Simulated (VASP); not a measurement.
# CdTe (Pm-3m) in VASP: settings compared

The runs below take CdTe through relaxation of cell and atoms, single point, with PBEsol, r2SCAN+rVV10.

Everything below comes from runs of VASP 6.6.1. Logs are shortened: lines on timing, memory, paths and dates and some standing lists are left out, and cuts for length are marked.

**1. The cell of the first run**

Symmetry: Pm-3m, No. 221, cubic system. The conventional cell has a = 3.631 Å, b = 3.631 Å, c = 3.631 Å, α = 90.00°, β = 90.00°, γ = 90.00°. Cd (site symmetry m-3m) has 8 Te at 3.14 Å and 6 Cd at 3.63 Å within 4.1 Å. Te (site symmetry m-3m) has 8 Cd at 3.14 Å and 6 Te at 3.63 Å within 4.1 Å.

**2. Relaxation of cell and atoms, PBEsol**

Input file INCAR:

```
ALGO     = Normal         # electronic algorithm
EDIFF    = 1E-7           # SCF threshold, eV
EDIFFG   = -0.01          # ionic threshold
ENCUT    = 500            # plane-wave cutoff, eV
GGA      = PS             # functional
GGA_COMPAT= F            
IBRION   = 2              # ionic algorithm
ISIF     = 3              # what is computed and relaxed
ISMEAR   = -1             # smearing method
LASPH    = T              # aspherical terms in the spheres
LCHARG   = F              # write CHGCAR
LREAL    = F              # projectors in reciprocal space
LWAVE    = F              # write WAVECAR
NELM     = 120            # most SCF steps
NELMIN   = 4            
NSW      = 100            # ionic steps
PREC     = Accurate       # precision mode
SIGMA    = 0.03           # smearing width, eV
```

Input file KPOINTS:

```
k-points
0
Gamma
  6 6 6
```

Input file POSCAR:

```
CdTe
1.0
    3.6314211873      0.0000000000      0.0000000000
    0.0000000000      3.6314211873      0.0000000000
    0.0000000000      0.0000000000      3.6314211873
Cd Te
1 1
Direct
    0.0000000000      0.0000000000      0.0000000000
    0.5000000000      0.5000000000      0.5000000000
```

Potentials or basis: VASP PAW PBE potentials, release 64 (Cd, Te).

On the command line:

```bash
> cat potpaw_PBE.64/Cd/POTCAR potpaw_PBE.64/Te/POTCAR > POTCAR
> mpirun -np 1 vasp_std > vasp.out
```

OUTCAR:

```text
EDIFF = 1E-7
   EDIFFG = -0.01
   ENCUT = 500
   GGA = PS
   IBRION = 2
   ISIF = 3
   ISMEAR = -1
   LASPH = T
   LREAL = F
   NELM = 120
   NELMIN = 4
   NSW = 100
   PREC = Accurate

 ion  position               nearest neighbor table
   1  0.000  0.000  0.000-   2 3.14   2 3.14   2 3.14   2 3.14   2 3.14   2 3.14   2 3.14   2 3.14

   2  0.500  0.500  0.500-   1 3.14   1 3.14   1 3.14   1 3.14   1 3.14   1 3.14   1 3.14   1 3.14

  LATTYP: Found a simple cubic cell.
 ALAT       =     3.6314211873

  Lattice vectors:

 A1 = (   3.6314211873,   0.0000000000,   0.0000000000)
 A2 = (   0.0000000000,   3.6314211873,   0.0000000000)
 A3 = (   0.0000000000,   0.0000000000,   3.6314211873)

Analysis of symmetry for initial positions (statically):
=====================================================================
 Subroutine PRICEL returns:
 Original cell was already a primitive cell.

 Routine SETGRP: Setting up the symmetry group for a
 simple cubic supercell.

 Subroutine GETGRP returns: Found 48 space group operations
 (whereof 48 operations were pure point group operations)
 out of a pool of 48 trial point group operations.

The static configuration has the point symmetry O_h .

Analysis of symmetry for dynamics (positions and initial velocities):
=====================================================================
 Subroutine PRICEL returns:
 Original cell was already a primitive cell.

 Routine SETGRP: Setting up the symmetry group for a
 simple cubic supercell.

 Subroutine GETGRP returns: Found 48 space group operations
 (whereof 48 operations were pure point group operations)
 out of a pool of 48 trial point group operations.

The dynamic configuration has the point symmetry O_h .

 Subroutine INISYM returns: Found 48 space group operations
 (whereof 48 operations are pure point group operations),
 and found     1 'primitive' translations

----------------------------------------------------------------------------------------

                                     Primitive cell

  volume of cell :      47.8883

  direct lattice vectors                    reciprocal lattice vectors
     3.631421187  0.000000000  0.000000000     0.275374281  0.000000000  0.000000000
     0.000000000  3.631421187  0.000000000     0.000000000  0.275374281  0.000000000
     0.000000000  0.000000000  3.631421187     0.000000000  0.000000000  0.275374281

  length of vectors
     3.631421187  3.631421187  3.631421187     0.275374281  0.275374281  0.275374281

  position of ions in fractional coordinates (direct lattice)
     0.000000000  0.000000000  0.000000000
     0.500000000  0.500000000  0.500000000

  ion indices of the primitive-cell ions
   primitive index   ion index
                 1           1
                 2           2

----------------------------------------------------------------------------------------

 KPOINTS: k-points

Automatic generation of k-mesh.
 Grid dimensions read from file:
 generate k-points for:    6    6    6

 Generating k-lattice:

  Cartesian coordinates                     Fractional coordinates (reciprocal lattice)
     0.045895714  0.000000000  0.000000000     0.166666667  0.000000000  0.000000000
     0.000000000  0.045895714  0.000000000     0.000000000  0.166666667  0.000000000
     0.000000000  0.000000000  0.045895714     0.000000000  0.000000000  0.166666667

  Length of vectors
     0.045895714  0.045895714  0.045895714

  Shift w.r.t. Gamma in fractional coordinates (k-lattice)
     0.000000000  0.000000000  0.000000000

 Subroutine IBZKPT returns following result:
 ===========================================

 Found     20 irreducible k-points:

 Following reciprocal coordinates:
            Coordinates               Weight
  0.000000  0.000000  0.000000      1.000000
  0.166667  0.000000  0.000000      6.000000
  0.333333  0.000000  0.000000      6.000000
  0.500000  0.000000  0.000000      3.000000
  0.166667  0.166667  0.000000     12.000000
  0.333333  0.166667  0.000000     24.000000
[... 12 lines left out ...]
  0.500000  0.500000  0.333333      6.000000
  0.500000  0.500000  0.500000      1.000000
   k-points           NKPTS =     20   k-points in BZ     NKDIM =     20   number of bands    NBANDS=     13
   number of dos      NEDOS =    301   number of ions     NIONS =      2
   total plane-waves  NPLWV =  21952
   dimension x,y,z NGX =    28 NGY =   28 NGZ =   28
   dimension x,y,z NGXF=    56 NGYF=   56 NGZF=   56
   ions per type =               1   1
   NGX,Y,Z   is equivalent  to a cutoff of  12.82, 12.82, 12.82 a.u.
   NGXF,Y,Z  is equivalent  to a cutoff of  25.64, 25.64, 25.64 a.u.
 SYSTEM =  unknown system
   PREC   = accura    normal or accurate (medium, high low for compatibility)
   ISTART =      0    job   : 0-new  1-cont  2-samecut
   ICHARG =      2    charge: 1-file 2-atom 10-const
   ISPIN  =      1    spin polarized calculation?
   LNONCOLLINEAR =      F non collinear calculations
   LSORBIT =      F    spin-orbit coupling
   LASPH  =      T    aspherical Exc in radial PAW
   ENCUT  =  500.0 eV  36.75 Ry    6.06 a.u.   6.62  6.62  6.62*2*pi/ulx,y,z
   NELM   =    120;   NELMIN=  4; NELMDL= -5     # of ELM steps
   EDIFF  = 0.1E-06   stopping-criterion for ELM
   LREAL  =      F    real-space projection
   EDIFFG = -.1E-01   stopping-criterion for IOM
   NSW    =    100    number of steps for IOM
   IBRION =      2    ionic relax: 0-MD 1-quasi-New 2-CG
   NFREE  =      1    steps in history (QN), initial steepest desc. (CG)
   ISIF   =      3    stress and relaxation
   ISYM   =      2    0-nonsym 1-usesym 2-fastsym
   POTIM  = 0.5000    time-step for ionic-motion
   TEBEG  =    0.0;   TEEND  =   0.0 temperature during run
   PSTRESS=    0.0 pullay stress
   NELECT =      18.0000    total number of electrons
   NUPDOWN=      -1.0000    fix difference up-down
   EMIN   =  10.00;   EMAX   =-10.00  energy-range for DOS
   EFERMI =   0.00;   METHOD = LEGACY
   ISMEAR =    -1;   SIGMA  =   0.03  broadening in eV -4-tet -1-fermi 0-gaus
   EFERMI_NEDOS =   21; number of points for ismear=-14 and -15
   IALGO  =     38    algorithm
   IMIX   =      4    mixing-type and parameters
     AMIX     =   0.40;   BMIX     =  1.00
     AMIX_MAG =   1.60;   BMIX_MAG =  1.00
  volume/ion in A,a.u.               =      23.94       161.58
  Fermi-wavevector in a.u.,A,eV,Ry     =   1.181469  2.232653 18.991955  1.395869
  Thomas-Fermi vector in A             =   2.317742
   LORBIT       =      0    0 simple, 1 ext, 2 COOP (PROOUT), +10 PAW based schemes
   GGA     = PS    functional components
   LHFCALC =     F    Hartree Fock is set to
   AEXX    =    0.0000 exact exchange contribution
   IVDW    =     0    specifies the selected vdW correction
   LEPSILON=     F    determine dielectric tensor
   LRPA    =     F    only Hartree local field effects (RPA)
 conjugate gradient relaxation of ions
 non-spin polarized calculation
  energy-cutoff  :      500.00
  volume of cell :       47.89
 maximum number of plane-waves:      1233
 NGX is ok and might be reduce to    28
   NGX = 13   NGY = 13   NGZ = 13

--------------------------------------- Ionic step        1  -------------------------------------------

 number of electron      18.0000002 magnetization

 Free energy of the ion-electron system (eV)
  ---------------------------------------------------
  ext. energy  EPLUGINS =         0.00000000
  ---------------------------------------------------
  free energy    TOTEN  =        -4.57761478 eV

  energy without entropy =       -4.57392835  energy(sigma->0) =       -4.57577157

 E-fermi :   6.0605     XC(G=0): -10.8230

 val. band max:        5.9280938110   @ k =   0.3333   0.0000   0.0000
 cond. band min:       6.0994904784   @ k =   0.3333   0.1667   0.0000
 fundamental gap:      0.1713966674
 Fermi energy:         6.0605121651

 k-point     1 :       0.0000    0.0000    0.0000
  band No.  band energies     occupation
      1      -7.1061      2.00000
      2      -2.8315      2.00000
      3      -2.8315      2.00000
      4      -2.4603      2.00000
      5      -2.4603      2.00000
      6      -2.4603      2.00000
      7       4.7775      2.00000
      8       4.7775      2.00000
      9       4.7775      2.00000
     10       5.1553      2.00000
     11      10.7161      0.00000
     12      10.7161      0.00000
     13      16.2677      0.00000

 k-point     2 :       0.1667    0.0000    0.0000
  band No.  band energies     occupation
      1      -6.8644      2.00000
      2      -2.8206      2.00000
      3      -2.7791      2.00000
      4      -2.5160      2.00000
      5      -2.5160      2.00000
      6      -2.4576      2.00000
      7       2.4221      2.00000
      8       5.1109      2.00000
      9       5.1109      2.00000
     10       6.7171      0.00000
     11      10.8708      0.00000
     12      12.1737      0.00000
     13      14.6717      0.00000
[... 335 lines left out ...]
 VOLUME and BASIS-vectors are now :
 -----------------------------------------------------------------------------
  energy-cutoff  :      500.00
  volume of cell :       51.96
      direct lattice vectors                 reciprocal lattice vectors
     3.731451868 -0.000000000  0.000000000     0.267992201 -0.000000000  0.000000000
     0.000000000  3.731451868  0.000000000     0.000000000  0.267992201 -0.000000000
    -0.000000000  0.000000000  3.731451868    -0.000000000  0.000000000  0.267992201

 POSITION                                       TOTAL-FORCE (eV/Angst)
 -----------------------------------------------------------------------------------
      0.00000      0.00000      0.00000        -0.000000      0.000000      0.000000
      1.86573      1.86573      1.86573         0.000000     -0.000000      0.000000
 -----------------------------------------------------------------------------------
    total drift:                               -0.000000      0.000000     -0.000000

  FREE ENERGIE OF THE ION-ELECTRON SYSTEM (eV)
  ---------------------------------------------------
  free  energy   TOTEN  =        -4.6037541795 eV

  energy  without entropy=       -4.5998685041  energy(sigma->0) =       -4.60181134

--------------------------------------- Ionic step        3  -------------------------------------------

 number of electron      18.0000009 magnetization

 Free energy of the ion-electron system (eV)
  ---------------------------------------------------
  ext. energy  EPLUGINS =         0.00000000
  ---------------------------------------------------
  free energy    TOTEN  =        -4.60919586 eV

  energy without entropy =       -4.60538004  energy(sigma->0) =       -4.60728795

 E-fermi :   5.3759     XC(G=0): -10.5496

 val. band max:        5.2573824316   @ k =   0.3333   0.0000   0.0000
 cond. band min:       5.4142346482   @ k =   0.3333   0.1667   0.0000
 fundamental gap:      0.1568522166
 Fermi energy:         5.3758941608

 k-point     1 :       0.0000    0.0000    0.0000
  band No.  band energies     occupation
      1      -7.3475      2.00000
      2      -3.3049      2.00000
      3      -3.3049      2.00000
      4      -2.9874      2.00000
      5      -2.9874      2.00000
      6      -2.9874      2.00000
      7       4.2220      2.00000
      8       4.2220      2.00000
      9       4.2220      2.00000
     10       4.2935      2.00000
     11      10.1176      0.00000
     12      10.1176      0.00000
     13      15.1560      0.00000

 k-point     2 :       0.1667    0.0000    0.0000
  band No.  band energies     occupation
      1      -7.1278      2.00000
      2      -3.2958      2.00000
      3      -3.2569      2.00000
      4      -3.0340      2.00000
      5      -3.0340      2.00000
      6      -2.9850      2.00000
      7       1.9050      2.00000
      8       4.5237      2.00000
      9       4.5237      2.00000
     10       5.9002      0.00000
     11      10.2786      0.00000
     12      11.4230      0.00000
     13      13.7284      0.00000
[... 299 lines left out ...]
 VOLUME and BASIS-vectors are now :
 -----------------------------------------------------------------------------
  energy-cutoff  :      500.00
  volume of cell :       50.69
      direct lattice vectors                 reciprocal lattice vectors
     3.700816846 -0.000000000  0.000000000     0.270210616 -0.000000000  0.000000000
     0.000000000  3.700816846  0.000000000     0.000000000  0.270210616 -0.000000000
    -0.000000000  0.000000000  3.700816846    -0.000000000  0.000000000  0.270210616

 POSITION                                       TOTAL-FORCE (eV/Angst)
 -----------------------------------------------------------------------------------
      0.00000      0.00000      0.00000        -0.000000      0.000000      0.000000
      1.85041      1.85041      1.85041         0.000000     -0.000000      0.000000
 -----------------------------------------------------------------------------------
    total drift:                               -0.000000      0.000000     -0.000000

  FREE ENERGIE OF THE ION-ELECTRON SYSTEM (eV)
  ---------------------------------------------------
  free  energy   TOTEN  =        -4.6091958601 eV

  energy  without entropy=       -4.6053800362  energy(sigma->0) =       -4.60728795

 reached required accuracy - stopping structural energy minimisation
```

Wall time 19 s (1 thread of AMD EPYC 9R45 (Zen 5), shared host); peak memory 0.13 GiB.

Results:

```yaml
Free_energy: -4.6092 eV
Relaxed_volume: 25.34 Å³/atom
Relaxed_cell: a = 3.701 Å, b = 3.701 Å, c = 3.701 Å, α = 90.00°, β = 90.00°, γ = 90.00°
Space_group_after_relaxing_to_0.05_Å: Pm-3m (No. 221)
Energy_gained_by_relaxing: 15.8 meV/atom
Ionic_steps: 3
Pressure_after_relaxing: 0.0 GPa
Band_gap_on_the_k_mesh: zero (band 9 reaches 5.81 eV, above the bottom of band 10 at 4.28 eV)
```

Step by step:
```tsv
step	energy change (eV)	largest force (eV/Å)	pressure (GPa)	volume (Å³)
1	0.0000	0.0000	3.82	47.89
2	-0.0261	0.0000	-1.37	51.96
3	-0.0316	0.0000	0.01	50.69
```

Final structure:
```cif
data_structure
_symmetry_space_group_name_H-M 'P 1'
_symmetry_Int_Tables_number 1
_cell_length_a 3.7008
_cell_length_b 3.7008
_cell_length_c 3.7008
_cell_angle_alpha 90.000
_cell_angle_beta 90.000
_cell_angle_gamma 90.000
_cell_volume 50.69
loop_
_atom_site_label
_atom_site_type_symbol
_atom_site_fract_x
_atom_site_fract_y
_atom_site_fract_z
_atom_site_occupancy
Cd1 Cd 0.00000 0.00000 0.00000 1
Te1 Te 0.50000 0.50000 0.50000 1
```

Caveat: the PAW data sets were made with another functional, which shifts forces and pressure a little; spin-orbit coupling is left out, which moves the levels of the heavy elements.

(Continued in part 2 of 2.)
